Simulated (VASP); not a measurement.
# SnO2 (P4_2/mnm) in VASP: a series of runs

The runs below take SnO2 through single point, with PBE.

Everything below comes from runs of VASP 6.6.1. Logs are shortened: lines on timing, memory, paths and dates and some standing lists are left out, and cuts for length are marked.

## Step 1: The cell of the first run

It takes space group P4_2/mnm (No. 136, tetragonal). Conventional cell: a = 4.708 Å, b = 4.708 Å, c = 3.167 Å, α = 90.00°, β = 90.00°, γ = 90.00°. Sn (site symmetry mmm) has 6 O at 2.04 Å within 2.7 Å. Within 2.7 Å of O (site symmetry m2m) lie 3 Sn at 2.04 Å and 1 O at 2.58 Å.

## Step 2: Single point, PBE

INCAR reads:

```
SYSTEM = SnO2
PREC     = Accurate       ! precision mode
ENCUT    = 600            ! plane-wave cutoff, eV
EDIFF    = 1E-6           ! SCF threshold, eV
ISMEAR   = 0              ! smearing method
SIGMA    = 0.18           ! smearing width, eV
LREAL    = .False.        ! projectors in reciprocal space
LASPH    = .True.         ! aspherical terms in the spheres
NELM     = 120            ! most SCF steps
ALGO     = Normal         ! electronic algorithm
ISIF     = 2              ! what is computed and relaxed
LWAVE    = .False.        ! write WAVECAR
LCHARG   = .False.        ! write CHGCAR
GGA      = PE             ! functional
NBANDS   = 35             ! bands
GGA_COMPAT= .False.
```

KPOINTS reads:

```
regular mesh
0
Gamma
  4 4 6
  0 0 0
```

POSCAR reads:

```
SnO2
1.0
    4.7083472500      0.0000000000      0.0000000000
    0.0000000000      4.7083472500      0.0000000000
    0.0000000000      0.0000000000      3.1665573100
Sn O
2 4
Direct
    0.0000000000      0.0000000000      0.0000000000
    0.5000000000      0.5000000000      0.5000000000
    0.3065000000      0.3065000000      0.0000000000
    0.1935000000      0.8065000000      0.5000000000
    0.6935000000      0.6935000000      0.0000000000
    0.8065000000      0.1935000000      0.5000000000
```

Potentials or basis: VASP PAW PBE potentials, release 64 (Sn_d, O).

The run is started by

```sh
cat potpaw_PBE.64/Sn_d/POTCAR potpaw_PBE.64/O/POTCAR > POTCAR
mpirun -np 1 vasp_std > vasp.out
```

OUTCAR:

```text
SYSTEM = SnO2
   PREC = Accurate
   ENCUT = 600
   EDIFF = 1E-6
   ISMEAR = 0
   LREAL = .False.
   LASPH = .True.
   NELM = 120
   ISIF = 2
   GGA = PE

 ion  position               nearest neighbor table
   1  0.000  0.000  0.000-   3 2.04   5 2.04   4 2.04   6 2.04   4 2.04   6 2.04   2 3.69   2 3.69
                             2 3.69   2 3.69   2 3.69   2 3.69   2 3.69   2 3.69
   2  0.500  0.500  0.500-   4 2.04   6 2.04   5 2.04   3 2.04   3 2.04   5 2.04   1 3.69   1 3.69
                             1 3.69   1 3.69   1 3.69   1 3.69   1 3.69   1 3.69
   3  0.306  0.306  0.000-   1 2.04   2 2.04   2 2.04
   4  0.194  0.806  0.500-   2 2.04   1 2.04   1 2.04
   5  0.694  0.694  0.000-   1 2.04   2 2.04   2 2.04
   6  0.806  0.194  0.500-   2 2.04   1 2.04   1 2.04

  LATTYP: Found a simple tetragonal cell.
 ALAT       =     4.7083472500
 C/A-ratio  =     0.6725411576

  Lattice vectors:

 A1 = (   4.7083472500,   0.0000000000,   0.0000000000)
 A2 = (   0.0000000000,   4.7083472500,   0.0000000000)
 A3 = (   0.0000000000,   0.0000000000,   3.1665573100)

Analysis of symmetry for initial positions (statically):
=====================================================================
 Subroutine PRICEL returns:
 Original cell was already a primitive cell.

 Routine SETGRP: Setting up the symmetry group for a
 simple tetragonal supercell.

 Subroutine GETGRP returns: Found 16 space group operations
 (whereof  8 operations were pure point group operations)
 out of a pool of 16 trial point group operations.

The static configuration has the point symmetry D_2h.
 The point group associated with its full space group is D_4h.

Analysis of symmetry for dynamics (positions and initial velocities):
=====================================================================
 Subroutine PRICEL returns:
 Original cell was already a primitive cell.

 Routine SETGRP: Setting up the symmetry group for a
 simple tetragonal supercell.

 Subroutine GETGRP returns: Found 16 space group operations
 (whereof  8 operations were pure point group operations)
 out of a pool of 16 trial point group operations.

The dynamic configuration has the point symmetry D_2h.
 The point group associated with its full space group is D_4h.

 Subroutine INISYM returns: Found 16 space group operations
[... 95 lines left out ...]
   PREC   = accura    normal or accurate (medium, high low for compatibility)
   ISTART =      0    job   : 0-new  1-cont  2-samecut
   ICHARG =      2    charge: 1-file 2-atom 10-const
   ISPIN  =      1    spin polarized calculation?
   LNONCOLLINEAR =      F non collinear calculations
   LSORBIT =      F    spin-orbit coupling
   LASPH  =      T    aspherical Exc in radial PAW
   ENCUT  =  600.0 eV  44.10 Ry    6.64 a.u.   9.40  9.40  6.32*2*pi/ulx,y,z
   NELM   =    120;   NELMIN=  2; NELMDL= -5     # of ELM steps
   EDIFF  = 0.1E-05   stopping-criterion for ELM
   LREAL  =      F    real-space projection
[... 7 lines left out ...]
   TEBEG  =    0.0;   TEEND  =   0.0 temperature during run
   PSTRESS=    0.0 pullay stress
   NELECT =      52.0000    total number of electrons
   NUPDOWN=      -1.0000    fix difference up-down
   EMIN   =  10.00;   EMAX   =-10.00  energy-range for DOS
   EFERMI =   0.00;   METHOD = LEGACY
   ISMEAR =     0;   SIGMA  =   0.18  broadening in eV -4-tet -1-fermi 0-gaus
   EFERMI_NEDOS =   21; number of points for ismear=-14 and -15
   IALGO  =     38    algorithm
   IMIX   =      4    mixing-type and parameters
     AMIX     =   0.40;   BMIX     =  1.00
     AMIX_MAG =   1.60;   BMIX_MAG =  1.00
  volume/ion in A,a.u.               =      11.70        78.95
  Fermi-wavevector in a.u.,A,eV,Ry     =   1.481271  2.799196 29.853408  2.194164
  Thomas-Fermi vector in A             =   2.595202
   LORBIT       =      0    0 simple, 1 ext, 2 COOP (PROOUT), +10 PAW based schemes
   GGA     = PE    functional components
   LHFCALC =     F    Hartree Fock is set to
   AEXX    =    0.0000 exact exchange contribution
   IVDW    =     0    specifies the selected vdW correction
   LEPSILON=     F    determine dielectric tensor
   LRPA    =     F    only Hartree local field effects (RPA)
 non-spin polarized calculation
 Gauss-broadening in eV      SIGMA  =   0.18
  energy-cutoff  :      600.00
  volume of cell :       70.20
 maximum number of plane-waves:      2372
 NGX is ok and might be reduce to    40
   NGX = 19   NGY = 19   NGZ = 13

 number of electron      51.9999985 magnetization

 Free energy of the ion-electron system (eV)
  ---------------------------------------------------
  ext. energy  EPLUGINS =         0.00000000
  ---------------------------------------------------
  free energy    TOTEN  =       -37.05490998 eV

  energy without entropy =      -37.05490998  energy(sigma->0) =      -37.05490998

 E-fermi :   7.1056     XC(G=0): -11.3588

 val. band max:        6.3665486668   @ k =   0.0000   0.0000   0.0000
 cond. band min:       7.8491686562   @ k =   0.0000   0.0000   0.0000
 fundamental gap:      1.4826199895
 Fermi energy:         7.1056260432

 k-point     1 :       0.0000    0.0000    0.0000
  band No.  band energies     occupation
      1     -14.7771      2.00000
      2     -13.9528      2.00000
      3     -13.6387      2.00000
      4     -13.6155      2.00000
      5     -13.6155      2.00000
      6     -13.5421      2.00000
[... 901 lines left out ...]
     34      17.7662      0.00000
     35      19.6654      0.00000

------------------------ aborting loop because EDIFF is reached ----------------------------------------

  FORCE on cell =-STRESS in cart. coord.  units (eV):
  Direction    XX          YY          ZZ          XY          YZ          ZX
  --------------------------------------------------------------------------------------
  -------------------------------------------------------------------------------------
  Total        6.3869520      6.3869520      8.2877898      0.0000000      0.0000000      0.0000000
  in kB      145.7739457    145.7739457    189.1581187      0.0000000      0.0000000      0.0000000
  external PRESSURE =     160.2353367 kB  Pullay stress =       0.0000000 kB

 VOLUME and BASIS-vectors are now :
 -----------------------------------------------------------------------------
  energy-cutoff  :      600.00
  volume of cell :       70.20
      direct lattice vectors                 reciprocal lattice vectors
     4.708347250  0.000000000  0.000000000     0.212388753  0.000000000  0.000000000
     0.000000000  4.708347250  0.000000000     0.000000000  0.212388753  0.000000000
     0.000000000  0.000000000  3.166557310     0.000000000  0.000000000  0.315800379

 POSITION                                       TOTAL-FORCE (eV/Angst)
 -----------------------------------------------------------------------------------
      0.00000      0.00000      0.00000         0.000000      0.000000      0.000000
      2.35417      2.35417      1.58328         0.000000      0.000000      0.000000
      1.44311      1.44311      0.00000        -0.191109     -0.191109      0.000000
      0.91107      3.79728      1.58328         0.191109     -0.191109      0.000000
      3.26524      3.26524      0.00000         0.191109      0.191109     -0.000000
      3.79728      0.91107      1.58328        -0.191109      0.191109     -0.000000
 -----------------------------------------------------------------------------------
    total drift:                                0.000000      0.000000     -0.000000

  FREE ENERGIE OF THE ION-ELECTRON SYSTEM (eV)
  ---------------------------------------------------
  free  energy   TOTEN  =       -37.0549099830 eV

  energy  without entropy=      -37.0549099829  energy(sigma->0) =      -37.05490998
```

OSZICAR:

```text
N       E                     dE             d eps       ncg     rms          rms(c)
DAV:   1     0.672785686825E+03    0.67279E+03   -0.27740E+04  1874   0.256E+03
DAV:   2     0.649076217214E+02   -0.60788E+03   -0.57025E+03  1792   0.659E+02
DAV:   3    -0.378671490678E+02   -0.10277E+03   -0.10057E+03  1830   0.219E+02
DAV:   4    -0.432163460375E+02   -0.53492E+01   -0.53145E+01  2113   0.530E+01
DAV:   5    -0.433532156748E+02   -0.13687E+00   -0.13664E+00  2085   0.893E+00    0.163E+01
DAV:   6    -0.369657810438E+02    0.63874E+01   -0.17591E+01  2633   0.635E+01    0.638E+00
DAV:   7    -0.370827556582E+02   -0.11697E+00   -0.20541E+00  1924   0.798E+00    0.327E+00
DAV:   8    -0.370607383089E+02    0.22017E-01   -0.15848E-01  2387   0.443E+00    0.754E-01
DAV:   9    -0.370541454112E+02    0.65929E-02   -0.34061E-02  2741   0.309E+00    0.133E-01
DAV:  10    -0.370547831985E+02   -0.63779E-03   -0.38729E-03  1965   0.433E-01    0.656E-02
DAV:  11    -0.370549121814E+02   -0.12898E-03   -0.22139E-04  2290   0.111E-01    0.135E-02
DAV:  12    -0.370549106472E+02    0.15343E-05   -0.12854E-05  2157   0.301E-02    0.600E-03
DAV:  13    -0.370549099830E+02    0.66423E-06   -0.22262E-06  1663   0.354E-02
   1 F= -.37054910E+02 E0= -.37054910E+02  d E =-.915229E-10
```

Wall time 61 s (1 thread of AMD EPYC 9R45 (Zen 5), shared host); peak memory 0.19 GiB.

Results:

```yaml
Free_energy: -37.0549 eV
Pressure: 16.0 GPa
Largest_force: 0.270 eV/Å
Band_gap_on_the_k_mesh: 1.48 eV, direct
```

Forces in eV/Å, atoms in the order of the input:
```
Sn   0.000  0.000  0.000
Sn   0.000  0.000  0.000
O   -0.191 -0.191  0.000
O    0.191 -0.191  0.000
O    0.191  0.191  0.000
O   -0.191  0.191  0.000
```

Levels at points of the mesh, in eV from the valence-band top:
| k point | band 22 | band 23 | band 24 | band 25 | band 26 | band 27 | band 28 | band 29 | band 30 | band 31 |
| --- | --- | --- | --- | --- | --- | --- | --- | --- | --- | --- |
| (0.00, 0.00, 0.00) | -1.22 | -1.22 | -0.80 | -0.80 | 0.00 | 1.48 | 6.35 | 6.45 | 6.45 | 10.56 |
| (0.50, 0.00, 0.00) | -1.99 | -1.18 | -1.18 | -0.65 | -0.65 | 4.65 | 4.65 | 7.21 | 7.21 | 11.20 |
| (0.50, 0.50, 0.00) | -2.01 | -1.30 | -1.30 | -0.92 | -0.92 | 5.07 | 5.07 | 7.67 | 7.67 | 11.21 |
| (0.00, 0.00, 0.50) | -2.63 | -1.71 | -1.71 | -1.29 | -1.29 | 6.44 | 6.44 | 9.91 | 9.91 | 10.86 |
| (0.50, 0.00, 0.50) | -1.76 | -1.14 | -1.14 | -0.68 | -0.68 | 6.73 | 6.73 | 8.23 | 8.23 | 11.24 |
| (0.50, 0.50, 0.50) | -2.41 | -0.99 | -0.99 | -0.86 | -0.86 | 5.09 | 5.09 | 9.00 | 9.00 | 11.23 |

Caveat: spin-orbit coupling is left out, which moves the levels of the heavy elements. Expect the measured gap to be larger: semilocal functionals such as PBE lack the derivative discontinuity.

## Step 3: Single point, PBE

INCAR reads:

```
ALGO = Normal
EDIFF = 1E-6
ENCUT = 600
GGA = PE
GGA_COMPAT = F
ISIF = 2
ISMEAR = 0
LASPH = T
LCHARG = T
LELF = T
LREAL = F
LVHAR = T
LWAVE = F
NBANDS = 35
NELM = 120
PREC = Accurate
SIGMA = 0.18
```

KPOINTS reads:

```
k-points
0
Gamma
  4 4 6
```

POSCAR is that of step 2.

Potentials or basis: VASP PAW PBE potentials, release 64 (Sn_d, O).

The run is started by

```sh
cat potpaw_PBE.64/Sn_d/POTCAR potpaw_PBE.64/O/POTCAR > POTCAR
mpirun -np 1 vasp_std > vasp.out
```

Wall time 65 s (1 thread of AMD EPYC 9R45 (Zen 5), shared host); peak memory 0.19 GiB.

Results (log left out):

* Free energy: -37.0549 eV
* Pressure: 16.0 GPa
* Largest force: 0.270 eV/Å
* Band gap on the k mesh: 1.48 eV, direct

Forces in eV/Å, atoms in the order of the input:
```
Sn   0.000  0.000  0.000
Sn   0.000  0.000  0.000
O   -0.191 -0.191  0.000
O    0.191 -0.191  0.000
O    0.191  0.191  0.000
O   -0.191  0.191  0.000
```

Stress tensor (GPa, compression positive):
```
14.58  0.00  0.00
 0.00 14.58  0.00
 0.00  0.00 18.92
```

Levels at points of the mesh, in eV from the valence-band top:
```
           k point  band 23  band 24  band 25  band 26  band 27  band 28  band 29  band 30
(0.00, 0.00, 0.00)    -1.22    -0.80    -0.80     0.00     1.48     6.35     6.45     6.45
(0.50, 0.00, 0.00)    -1.18    -1.18    -0.65    -0.65     4.65     4.65     7.21     7.21
(0.50, 0.50, 0.00)    -1.30    -1.30    -0.92    -0.92     5.07     5.07     7.67     7.67
(0.00, 0.00, 0.50)    -1.71    -1.71    -1.29    -1.29     6.44     6.44     9.91     9.91
(0.50, 0.00, 0.50)    -1.14    -1.14    -0.68    -0.68     6.73     6.73     8.23     8.23
(0.50, 0.50, 0.50)    -0.99    -0.99    -0.86    -0.86     5.09     5.09     9.00     9.00
```

Caveat: spin-orbit coupling is left out, which moves the levels of the heavy elements.
